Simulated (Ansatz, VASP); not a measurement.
**Two plane-wave programs on N**

```xyz
16
Lattice="7.9917 0.0000 0.0000 0.0000 7.9917 0.0000 0.0000 0.0000 7.9917" Properties=species:S:1:pos:R:3 pbc="T T T"
N     4.2103    7.8935    7.1172
N     3.6540    7.3651    6.3248
N     7.8994    0.5148   -0.2854
N     7.6651    0.7746    0.7608
N     2.8966    1.5550    2.3998
N     3.0187    2.2787    1.5770
N     5.5490    3.5066    6.1102
N     5.0209    3.0658    5.2483
N     6.5996   -0.3316    4.1709
N     5.9059    0.2747    3.5666
N     8.0875    5.1922    1.8255
N     7.0177    4.9248    1.8146
N     0.7604    2.9512    4.7589
N     1.4822    2.5177    5.4713
N     3.6069    5.4057    3.0491
N     3.5148    6.0478    2.1580
```

Alike in both runs: functional PBE; dispersion D3(BJ); k mesh 1 × 1 × 1; occupations fermi-dirac, width 0.02 eV; no spin polarisation.

Ansatz relaxed the structure, and its values are those at the end. VASP's run is a single point on that final structure, the one shown.

|  | VASP | Ansatz |
| --- | --- | --- |
| version | VASP 6.6.1 | Ansatz 0.2.0 |
| potentials or method | VASP PAW PBE potentials, release 64 (N_h), cutoff 1000 eV | scalar-relativistic, plane waves, PAW |
| valence electrons in the cell | 80 | 80 |

VASP gave:

```
rms of the force components (eV/Å) : 0.035
```

Q: Estimate Ansatz's values.

A: rms of the force components (eV/Å): 0.056.
